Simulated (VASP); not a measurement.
A run of VASP 6.6.1 is set up as follows.

The input INCAR:

```
SYSTEM = Mo
  PREC = Accurate
  ENCUT = 500
  EDIFF = 1E-6
  ISMEAR = -1
  SIGMA = 0.1
  LREAL = .False.
  LASPH = .True.
  NELM = 120
  ALGO = Normal
  ISIF = 2
  LWAVE = .False.
  LCHARG = .False.
  GGA = PE
  IVDW = 12
  NBANDS = 13
  GGA_COMPAT = .False.
```

Contents of KPOINTS:

```
Automatic mesh
0
Gamma
  7 7 7
  0 0 0
```

Contents of POSCAR:

```
Mo
1.0
   -1.5760380082      1.5760380082      1.5760380082
    1.5760380082     -1.5760380082      1.5760380082
    1.5760380082      1.5760380082     -1.5760380082
Mo
1
Direct
    0.0000000000      0.0000000000      0.0000000000
```

Potentials or basis: VASP PAW PBE potentials, release 64 (Mo_sv).

Launch:

```bash
$ cat potpaw_PBE.64/Mo_sv/POTCAR > POTCAR
$ mpirun -np 1 vasp_std > vasp.out
```

Problem. Predict the pressure.

Solution. -4.3 GPa.

Problem. Estimate the band gap on the k mesh.

Solution. Zero (band 7 reaches 15.46 eV, above the bottom of band 8 at 11.21 eV).

Problem. What does it give for the dispersion energy per atom?

Solution. -0.713 eV.

Caveat: the k points lie up to 0.40 Å⁻¹ apart; pairwise dispersion overbinds metals, which lowers pressure and volume.
